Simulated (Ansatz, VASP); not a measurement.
One calculation of ScAl3, two programs

Contents of INCAR:

```
PREC = Accurate
ENCUT = 520
EDIFF = 1E-6
ISMEAR = -1
SIGMA = 0.05
LREAL = F
LASPH = T
NELM = 80
ALGO = Fast
ISIF = 2
LWAVE = F
LCHARG = F
GGA = CA
NBANDS = 18
```

The input KPOINTS:

```
Automatic mesh
0
Gamma
  7 7 7
```

Contents of POSCAR:

```
ScAl3
1.0
    4.0878065700      0.0000000000      0.0000000000
    0.0000000000      4.0878065700      0.0000000000
    0.0000000000      0.0000000000      4.0878065700
Sc Al
1 3
Direct
    0.0000000000      0.0000000000      0.0000000000
    0.5000000000      0.5000000000      0.0000000000
    0.0000000000      0.5000000000      0.5000000000
    0.5000000000      0.0000000000      0.5000000000
```

input.yaml

```yaml
crystal:
  lattice:
    - [4.08780657, 0.0, 0.0]
    - [0.0, 4.08780657, 0.0]
    - [0.0, 0.0, 4.08780657]
  atoms:
    - { symbol: Sc, position: [0.0, 0.0, 0.0] }
    - { symbol: Al, position: [0.5, 0.5, 0.0] }
    - { symbol: Al, position: [0.0, 0.5, 0.5] }
    - { symbol: Al, position: [0.5, 0.0, 0.5] }
kpoints:
  mp_grid: { grid: [7, 7, 7] }
  band_path:
    path:
      - [0.0, 0.0, 0.0]
      - [0.0, 0.5, 0.0]
      - [0.5, 0.5, 0.0]
      - [0.0, 0.0, 0.0]
      - [0.5, 0.5, 0.5]
      - [0.0, 0.5, 0.0]
    npoints: 12
scf:
  occupations: { method: fermi_dirac, width: 0.05 }
hamiltonian:
  xc: lda
  pseudopotentials: { kind: all_electron, lapw: { basis_error: 0.002 } }
output:
  forces: true
  stress: true
  eigenvalues: true
```

Alike in both runs: functional LDA; k mesh 7 × 7 × 7; occupations fermi-dirac, width 0.05 eV; no spin polarisation.

```csv
,VASP,Ansatz
version,VASP 6.6.1,Ansatz 0.2.0
potentials or method,"VASP PAW LDA potentials, release 64 (Sc_sv, Al), cutoff 520 eV","all-electron LAPW, scalar-relativistic"
task,single point,band structure
```

```tsv
	VASP	Ansatz	Ansatz less VASP
gap on the k mesh at the Fermi level (eV)	none	none	-
pressure (GPa)	-3.6	-3.7	-0.15
```

LDA's correlation is that of Perdew and Zunger in VASP and of Perdew and Wang (1992) in Ansatz. A gap of «none» marks a metal or a gap that the smearing closes. Ansatz ran all-electron here, and VASP with PAW potentials.
